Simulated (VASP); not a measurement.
# SnW3 (Pm-3m) in VASP: notebook

Runs on SnW3. Level: PBE. Tasks: single point, relaxation of cell and atoms.

Everything below comes from runs of VASP 6.6.1. Logs are shortened: lines on timing, memory, paths and dates and some standing lists are left out, and cuts for length are marked.

## (1) The cell of the first run

The structure is cubic, space group Pm-3m (No. 221). Conventional cell: a = 4.090 Å, b = 4.090 Å, c = 4.090 Å, α = 90.00°, β = 90.00°, γ = 90.00°. Within 3.8 Å of Sn (site symmetry m-3m) lie 12 W at 2.89 Å. W (site symmetry 4/mmm) has 4 Sn at 2.89 Å and 8 W at 2.89 Å within 3.8 Å.

## (2) Single point, PBE

The input, INCAR:

```
SYSTEM = SnW3
ALGO = Normal ; EDIFF = 1E-6
ENCUT = 500 ; GGA = PE
GGA_COMPAT = .FALSE. ; ISIF = 2
ISMEAR = 0 ; LASPH = .TRUE.
LCHARG = .FALSE. ; LREAL = .FALSE.
LWAVE = .FALSE. ; NBANDS = 36
NELM = 120 ; PREC = Accurate
SIGMA = 0.1
```

The input, KPOINTS:

```
k-points
0
G
  4 4 4
  0 0 0
```

The input, POSCAR:

```
SnW3
1.0
    4.0896440284      0.0000000000      0.0000000000
    0.0000000000      4.0896440284      0.0000000000
    0.0000000000      0.0000000000      4.0896440284
Sn W
1 3
Direct
    0.0000000000      0.0000000000      0.0000000000
    0.0000000000      0.5000000000      0.5000000000
    0.5000000000      0.0000000000      0.5000000000
    0.5000000000      0.5000000000      0.0000000000
```

Potentials or basis: VASP PAW PBE potentials, release 64 (Sn_d, W_sv).

On the command line:

```console
$ cat potpaw_PBE.64/Sn_d/POTCAR potpaw_PBE.64/W_sv/POTCAR > POTCAR
$ mpirun -np 1 vasp_std > vasp.out
```

OUTCAR:

```text
SYSTEM = SnW3
   EDIFF = 1E-6
   ENCUT = 500
   GGA = PE
   ISIF = 2
   ISMEAR = 0
   LASPH = .TRUE.
   LREAL = .FALSE.
   NELM = 120
   PREC = Accurate

 ion  position               nearest neighbor table
   1  0.000  0.000  0.000-   2 2.89   3 2.89   4 2.89   2 2.89   3 2.89   2 2.89   4 2.89   2 2.89
                             3 2.89   4 2.89   3 2.89   4 2.89
   2  0.000  0.500  0.500-   1 2.89   3 2.89   4 2.89   1 2.89   4 2.89   1 2.89   3 2.89   1 2.89
                             3 2.89   4 2.89   4 2.89   3 2.89
   3  0.500  0.000  0.500-   1 2.89   2 2.89   4 2.89   1 2.89   4 2.89   2 2.89   4 2.89   4 2.89
                             1 2.89   2 2.89   1 2.89   2 2.89
   4  0.500  0.500  0.000-   1 2.89   2 2.89   3 2.89   2 2.89   3 2.89   1 2.89   3 2.89   3 2.89
                             1 2.89   2 2.89   2 2.89   1 2.89

  LATTYP: Found a simple cubic cell.
 ALAT       =     4.0896440284

  Lattice vectors:

 A1 = (   4.0896440284,   0.0000000000,   0.0000000000)
 A2 = (   0.0000000000,   4.0896440284,   0.0000000000)
 A3 = (   0.0000000000,   0.0000000000,   4.0896440284)

Analysis of symmetry for initial positions (statically):
=====================================================================
 Subroutine PRICEL returns:
 Original cell was already a primitive cell.

 Routine SETGRP: Setting up the symmetry group for a
 simple cubic supercell.

 Subroutine GETGRP returns: Found 48 space group operations
 (whereof 48 operations were pure point group operations)
 out of a pool of 48 trial point group operations.

The static configuration has the point symmetry O_h .

Analysis of symmetry for dynamics (positions and initial velocities):
=====================================================================
 Subroutine PRICEL returns:
 Original cell was already a primitive cell.

 Routine SETGRP: Setting up the symmetry group for a
 simple cubic supercell.

 Subroutine GETGRP returns: Found 48 space group operations
 (whereof 48 operations were pure point group operations)
 out of a pool of 48 trial point group operations.

The dynamic configuration has the point symmetry O_h .

 Subroutine INISYM returns: Found 48 space group operations
 (whereof 48 operations are pure point group operations),
 and found     1 'primitive' translations

----------------------------------------------------------------------------------------

                                     Primitive cell

  volume of cell :      68.4001

  direct lattice vectors                    reciprocal lattice vectors
     4.089644028  0.000000000  0.000000000     0.244520059  0.000000000  0.000000000
     0.000000000  4.089644028  0.000000000     0.000000000  0.244520059  0.000000000
     0.000000000  0.000000000  4.089644028     0.000000000  0.000000000  0.244520059

  length of vectors
     4.089644028  4.089644028  4.089644028     0.244520059  0.244520059  0.244520059

  position of ions in fractional coordinates (direct lattice)
     0.000000000  0.000000000  0.000000000
     0.000000000  0.500000000  0.500000000
     0.500000000  0.000000000  0.500000000
     0.500000000  0.500000000  0.000000000

  ion indices of the primitive-cell ions
   primitive index   ion index
                 1           1
                 2           2
                 3           3
                 4           4

----------------------------------------------------------------------------------------

 KPOINTS: k-points

Automatic generation of k-mesh.
 Grid dimensions read from file:
 generate k-points for:    4    4    4

 Generating k-lattice:

  Cartesian coordinates                     Fractional coordinates (reciprocal lattice)
     0.061130015  0.000000000  0.000000000     0.250000000  0.000000000  0.000000000
     0.000000000  0.061130015  0.000000000     0.000000000  0.250000000  0.000000000
     0.000000000  0.000000000  0.061130015     0.000000000  0.000000000  0.250000000

  Length of vectors
     0.061130015  0.061130015  0.061130015

  Shift w.r.t. Gamma in fractional coordinates (k-lattice)
     0.000000000  0.000000000  0.000000000

 Subroutine IBZKPT returns following result:
 ===========================================

 Found     10 irreducible k-points:

 Following reciprocal coordinates:
            Coordinates               Weight
  0.000000  0.000000  0.000000      1.000000
  0.250000  0.000000  0.000000      6.000000
  0.500000  0.000000  0.000000      3.000000
  0.250000  0.250000  0.000000     12.000000
  0.500000  0.250000  0.000000     12.000000
  0.500000  0.500000  0.000000      3.000000
  0.250000  0.250000  0.250000      8.000000
  0.500000  0.250000  0.250000     12.000000
  0.500000  0.500000  0.250000      6.000000
  0.500000  0.500000  0.500000      1.000000
   k-points           NKPTS =     10   k-points in BZ     NKDIM =     10   number of bands    NBANDS=     36
   number of dos      NEDOS =    301   number of ions     NIONS =      4
   total plane-waves  NPLWV =  27000
   dimension x,y,z NGX =    30 NGY =   30 NGZ =   30
   dimension x,y,z NGXF=    60 NGYF=   60 NGZF=   60
   ions per type =               1   3
   NGX,Y,Z   is equivalent  to a cutoff of  12.20, 12.20, 12.20 a.u.
   NGXF,Y,Z  is equivalent  to a cutoff of  24.39, 24.39, 24.39 a.u.
 SYSTEM =  SnW3
   PREC   = accura    normal or accurate (medium, high low for compatibility)
   ISTART =      0    job   : 0-new  1-cont  2-samecut
   ICHARG =      2    charge: 1-file 2-atom 10-const
   ISPIN  =      1    spin polarized calculation?
   LNONCOLLINEAR =      F non collinear calculations
   LSORBIT =      F    spin-orbit coupling
   LASPH  =      T    aspherical Exc in radial PAW
   ENCUT  =  500.0 eV  36.75 Ry    6.06 a.u.   7.46  7.46  7.46*2*pi/ulx,y,z
   NELM   =    120;   NELMIN=  2; NELMDL= -5     # of ELM steps
   EDIFF  = 0.1E-05   stopping-criterion for ELM
   LREAL  =      F    real-space projection
   EDIFFG = 0.1E-04   stopping-criterion for IOM
   NSW    =      0    number of steps for IOM
   IBRION =     -1    ionic relax: 0-MD 1-quasi-New 2-CG
   NFREE  =      0    steps in history (QN), initial steepest desc. (CG)
   ISIF   =      2    stress and relaxation
   ISYM   =      2    0-nonsym 1-usesym 2-fastsym
   POTIM  = 0.5000    time-step for ionic-motion
   TEBEG  =    0.0;   TEEND  =   0.0 temperature during run
   PSTRESS=    0.0 pullay stress
   NELECT =      56.0000    total number of electrons
   NUPDOWN=      -1.0000    fix difference up-down
   EMIN   =  10.00;   EMAX   =-10.00  energy-range for DOS
   EFERMI =   0.00;   METHOD = LEGACY
   ISMEAR =     0;   SIGMA  =   0.10  broadening in eV -4-tet -1-fermi 0-gaus
   EFERMI_NEDOS =   21; number of points for ismear=-14 and -15
   IALGO  =     38    algorithm
   IMIX   =      4    mixing-type and parameters
     AMIX     =   0.40;   BMIX     =  1.00
     AMIX_MAG =   1.60;   BMIX_MAG =  1.00
  volume/ion in A,a.u.               =      17.10       115.40
  Fermi-wavevector in a.u.,A,eV,Ry     =   1.531506  2.894126 31.912604  2.345510
  Thomas-Fermi vector in A             =   2.638841
   LORBIT       =      0    0 simple, 1 ext, 2 COOP (PROOUT), +10 PAW based schemes
   GGA     = PE    functional components
   LHFCALC =     F    Hartree Fock is set to
   AEXX    =    0.0000 exact exchange contribution
   IVDW    =     0    specifies the selected vdW correction
   LEPSILON=     F    determine dielectric tensor
   LRPA    =     F    only Hartree local field effects (RPA)
 non-spin polarized calculation
 Gauss-broadening in eV      SIGMA  =   0.10
  energy-cutoff  :      500.00
  volume of cell :       68.40
 maximum number of plane-waves:      1763
 NGX is ok and might be reduce to    30
   NGX = 15   NGY = 15   NGZ = 15

 number of electron      56.0000006 magnetization

 Free energy of the ion-electron system (eV)
  ---------------------------------------------------
  ext. energy  EPLUGINS =         0.00000000
  ---------------------------------------------------
  free energy    TOTEN  =       -40.49517010 eV

  energy without entropy =      -40.48384130  energy(sigma->0) =      -40.48950570

 E-fermi :  11.7797     XC(G=0): -13.0790

 val. band max:       11.7688821073   @ k =   0.5000   0.5000   0.0000
 cond. band min:      11.8800164571   @ k =   0.5000   0.5000   0.2500
 fundamental gap:      0.1111343498
 Fermi energy:        11.7796998163

 k-point     1 :       0.0000    0.0000    0.0000
  band No.  band energies     occupation
      1     -62.6129      2.00000
      2     -62.5247      2.00000
      3     -62.5247      2.00000
      4     -27.1225      2.00000
      5     -27.1225      2.00000
      6     -27.1225      2.00000
[... 28 lines left out ...]
     35      16.5145      0.00000
     36      16.5145      0.00000

 k-point     2 :       0.2500    0.0000    0.0000
  band No.  band energies     occupation
      1     -62.6018      2.00000
      2     -62.5359      2.00000
      3     -62.5246      2.00000
      4     -27.0697      2.00000
      5     -27.0697      2.00000
      6     -27.0403      2.00000
[... 28 lines left out ...]
     35      15.5911      0.00000
     36      15.5911      0.00000

 k-point     3 :       0.5000    0.0000    0.0000
  band No.  band energies     occupation
      1     -62.5835      2.00000
      2     -62.5541      2.00000
      3     -62.5246      2.00000
      4     -26.9956      2.00000
      5     -26.9956      2.00000
      6     -26.8938      2.00000
[... 28 lines left out ...]
     35      16.5237      0.00000
     36      17.2955      0.00000
[... 196 lines left out ...]
 k-point     9 :       0.5000    0.5000    0.2500
  band No.  band energies     occupation
      1     -62.5539      2.00000
      2     -62.5539      2.00000
      3     -62.5539      2.00000
      4     -27.1554      2.00000
      5     -27.1221      2.00000
      6     -27.0335      2.00000
[... 28 lines left out ...]
     35      15.8347      0.00000
     36      15.9667      0.00000

 k-point    10 :       0.5000    0.5000    0.5000
  band No.  band energies     occupation
      1     -62.5538      2.00000
      2     -62.5538      2.00000
      3     -62.5538      2.00000
      4     -27.2614      2.00000
      5     -27.1197      2.00000
      6     -27.1197      2.00000
[... 28 lines left out ...]
     35      15.7782      0.00000
     36      15.7782      0.00000

------------------------ aborting loop because EDIFF is reached ----------------------------------------

  FORCE on cell =-STRESS in cart. coord.  units (eV):
  Direction    XX          YY          ZZ          XY          YZ          ZX
  --------------------------------------------------------------------------------------
  -------------------------------------------------------------------------------------
  Total        0.0819033      0.0819033      0.0819033      0.0000000      0.0000000      0.0000000
  in kB        1.9184722      1.9184722      1.9184722      0.0000000      0.0000000      0.0000000
  external PRESSURE =       1.9184722 kB  Pullay stress =       0.0000000 kB

 VOLUME and BASIS-vectors are now :
 -----------------------------------------------------------------------------
  energy-cutoff  :      500.00
  volume of cell :       68.40
      direct lattice vectors                 reciprocal lattice vectors
     4.089644028  0.000000000  0.000000000     0.244520059  0.000000000  0.000000000
     0.000000000  4.089644028  0.000000000     0.000000000  0.244520059  0.000000000
     0.000000000  0.000000000  4.089644028     0.000000000  0.000000000  0.244520059

 POSITION                                       TOTAL-FORCE (eV/Angst)
 -----------------------------------------------------------------------------------
      0.00000      0.00000      0.00000         0.000000      0.000000      0.000000
      0.00000      2.04482      2.04482         0.000000      0.000000      0.000000
      2.04482      0.00000      2.04482         0.000000      0.000000      0.000000
      2.04482      2.04482      0.00000         0.000000      0.000000      0.000000
 -----------------------------------------------------------------------------------
    total drift:                                0.000000      0.000000     -0.000000

  FREE ENERGIE OF THE ION-ELECTRON SYSTEM (eV)
  ---------------------------------------------------
  free  energy   TOTEN  =       -40.4951701009 eV

  energy  without entropy=      -40.4838412969  energy(sigma->0) =      -40.48950570
```

Run time: 10 s. Hardware: 1 thread of Intel Xeon 6975P-C (Granite Rapids), shared host; peak memory 0.17 GiB.

Results:

```yaml
Free_energy: -40.4952 eV
Pressure: 0.2 GPa
Band_gap_on_the_k_mesh: zero (bands 28 and 29 overlap by 1.22 eV)
```

Caveat: the k points lie up to 0.38 Å⁻¹ apart, too coarse for converged energies and pressures of a metal; spin-orbit coupling is left out, which moves the levels of the heavy elements.

## (3) Single point, PBE

This run uses another cell than the first one, of 18.02 Å³/atom.

The input, INCAR:

```
  ALGO = Normal
  EDIFF = 1E-6
  ENCUT = 500
  GGA = PE
  GGA_COMPAT = F
  ISIF = 2
  ISMEAR = 0
  LASPH = T
  LCHARG = F
  LREAL = F
  LWAVE = F
  NBANDS = 36
  NELM = 120
  PREC = Accurate
  SIGMA = 0.1
```

The input, KPOINTS:

```
k-points
0
Gamma
  4 4 4
```

The input, POSCAR:

```
SnW3
1.0
    4.1619211357      0.0000000000      0.0000000000
    0.0000000000      4.1619211357      0.0000000000
    0.0000000000      0.0000000000      4.1619211357
Sn W
1 3
Direct
    0.0000000000      0.0000000000      0.0000000000
    0.0000000000      0.5000000000      0.5000000000
    0.5000000000      0.0000000000      0.5000000000
    0.5000000000      0.5000000000      0.0000000000
```

Potentials or basis: VASP PAW PBE potentials, release 64 (Sn_d, W_sv).

On the command line:

```console
$ cat potpaw_PBE.64/Sn_d/POTCAR potpaw_PBE.64/W_sv/POTCAR > POTCAR
$ mpirun -np 1 vasp_std > vasp.out
```

Run time: 10 s. Hardware: 1 thread of Intel Xeon 6975P-C (Granite Rapids), shared host; peak memory 0.17 GiB.

It converged, with:

* Free energy: -40.3679 eV
* Pressure: -10.9 GPa
* Band gap on the k mesh: zero (bands 28 and 29 overlap by 1.13 eV)

Levels at points of the mesh, in eV from the Fermi level:
```csv
k point,band 25,band 26,band 27,band 28,band 29,band 30,band 31,band 32
"(0.00, 0.00, 0.00)",-1.23,-1.23,-1.23,0.29,0.29,0.29,2.35,2.35
"(0.50, 0.00, 0.00)",-1.39,-1.39,-1.22,-0.78,-0.13,0.28,0.34,0.34
"(0.50, 0.50, 0.00)",-2.60,-1.23,-1.23,-0.53,-0.03,0.01,0.01,0.83
"(0.50, 0.50, 0.50)",-1.45,-1.45,-1.45,-0.20,0.10,0.10,0.10,1.06
```

Caveat: the k points lie up to 0.38 Å⁻¹ apart, too coarse for converged energies and pressures of a metal; spin-orbit coupling is left out, which moves the levels of the heavy elements.

## (4) Relaxation of cell and atoms, PBE

This run uses another cell than the first one, of 18.02 Å³/atom.

The input, INCAR:

```
SYSTEM = SnW3
PREC = Accurate
ENCUT = 500
EDIFF = 1E-7
ISMEAR = 0
SIGMA = 0.1
LREAL = .False.
LASPH = .True.
NELM = 120
ALGO = Normal
ISIF = 3
LWAVE = .False.
LCHARG = .False.
GGA = PE
IBRION = 2
NSW = 90
EDIFFG = -0.04
GGA_COMPAT = .False.
NELMIN = 4
```

The input, KPOINTS:

```
regular mesh
0
Gamma
  4 4 4
  0 0 0
```

POSCAR is that of step 3.

On the command line:

```console
$ cat potpaw_PBE.64/Sn_d/POTCAR potpaw_PBE.64/W_sv/POTCAR > POTCAR
$ mpirun -np 1 vasp_std > vasp.out
```

It took 35 s on 1 thread of Intel Xeon 6975P-C (Granite Rapids), shared host; peak memory 0.18 GiB.

Results (log left out):

* Free energy: -40.4974 eV
* Relaxed volume: 17.12 Å³/atom
* Relaxed cell: a = 4.091 Å, b = 4.091 Å, c = 4.091 Å, α = 90.00°, β = 90.00°, γ = 90.00°
* Space group after relaxing (to 0.1 Å): Pm-3m (No. 221)
* Energy gained by relaxing: 32.4 meV/atom
* Ionic steps: 4
* Pressure after relaxing: -0.1 GPa
* Band gap on the k mesh: zero (bands 28 and 29 overlap by 1.22 eV)

The path:
```
step  energy change (eV)  largest force (eV/Å)  pressure (GPa)  volume (Å³)
   1              0.0000                0.0000          -10.87        72.09
   2              0.8206                0.0000           40.85        60.07
   3             -0.1291                0.0000           -0.56        68.62
   4             -0.1294                0.0000           -0.09        68.48
```

Final structure:
```
CELL_PARAMETERS angstrom
4.09128 0.00000 0.00000
0.00000 4.09128 0.00000
0.00000 0.00000 4.09128
ATOMIC_POSITIONS crystal
Sn 0.00000 0.00000 0.00000
W 0.00000 0.50000 0.50000
W 0.50000 0.00000 0.50000
W 0.50000 0.50000 0.00000
```

Levels at points of the mesh, in eV from the Fermi level:
```
           k point  band 24  band 25  band 26  band 27  band 28  band 29  band 30  band 31  band 32  band 33
(0.00, 0.00, 0.00)    -4.02    -1.25    -1.25    -1.25     0.32     0.32     0.32     2.54     2.54     3.87
(0.50, 0.00, 0.00)    -2.52    -1.45    -1.45    -1.31    -0.84    -0.13     0.30     0.36     0.36     2.26
(0.50, 0.50, 0.00)    -2.88    -2.76    -1.30    -1.30    -0.55    -0.04    -0.01    -0.01     0.88     1.24
(0.50, 0.50, 0.50)    -3.39    -1.56    -1.56    -1.56    -0.11     0.11     0.11     0.11     1.14     1.14
```

Caveat: the k points lie up to 0.38 Å⁻¹ apart in the final cell, too coarse for converged energies and pressures of a metal; spin-orbit coupling is left out, which moves the levels of the heavy elements.

## (5) Overview

```csv
task,cell,gap on the mesh (eV),pressure (GPa)
single point,"a = 4.090 Å, 4 atoms",none,0.2
single point,"a = 4.162 Å, 4 atoms",none,-10.9
relaxation of cell and atoms,"relaxed from a = 4.162 Å, 4 atoms",none,-0.1
```

Alike in all rows: level PBE; potentials or basis VASP PAW PBE potentials, release 64 (Sn_d, W_sv); no spin polarisation; k mesh 4 × 4 × 4; cutoff (eV) 500; smearing gaussian 0.1 eV.

Caveats: all runs use coarse meshes; spin-orbit coupling is left out, which moves the levels of the heavy elements.

Total energies depend on the potentials used, so only differences within one code and one set of settings carry meaning.

The gap in the log of VASP goes by the Fermi energy; the results here count the filled bands.